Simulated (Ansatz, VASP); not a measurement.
**Two plane-wave programs on ZrSi2O6**

```
CELL_PARAMETERS angstrom
4.98644 -2.50099 -0.00171
4.98644 2.50099 -0.00171
-0.18417 0.00000 5.89098
ATOMIC_POSITIONS crystal
Zr 0.54340 0.45660 0.50000
Si 0.98609 0.52003 0.15474
Si 0.47997 0.01391 0.84526
O 0.87651 0.37061 0.31638
O 0.15300 0.30778 0.92994
O 0.62939 0.12349 0.68362
O 0.20869 0.56901 0.29675
O 0.69222 0.84700 0.07006
O 0.43099 0.79131 0.70325
```

Alike in both runs: functional PBE; k mesh 6 × 6 × 4; no spin polarisation.

Ansatz relaxed the structure, and its values are those at the end. VASP's run is a single point on that final structure, the one shown.

|  | VASP | Ansatz |
| --- | --- | --- |
| version | VASP 6.6.1 | Ansatz 0.2.0 |
| potentials or method | VASP PAW PBE potentials, release 64 (Zr_sv, Si, O), cutoff 520 eV | scalar-relativistic, plane waves, PAW |
| occupations | gaussian, width 0.01 eV | fixed |
| valence electrons in the cell | 56 | 56 |

VASP gave:

```
gap on the k mesh at the Fermi level (eV) : 5.17
least direct gap on the mesh (eV)         : 5.41
pressure (GPa)                            : 0.2
rms of the force components (eV/Å)        : 0.007
```

Which values does Ansatz return?

gap on the k mesh at the Fermi level (eV): 5.16; least direct gap on the mesh (eV): 5.41; pressure (GPa): 0.0; rms of the force components (eV/Å): 0.000.
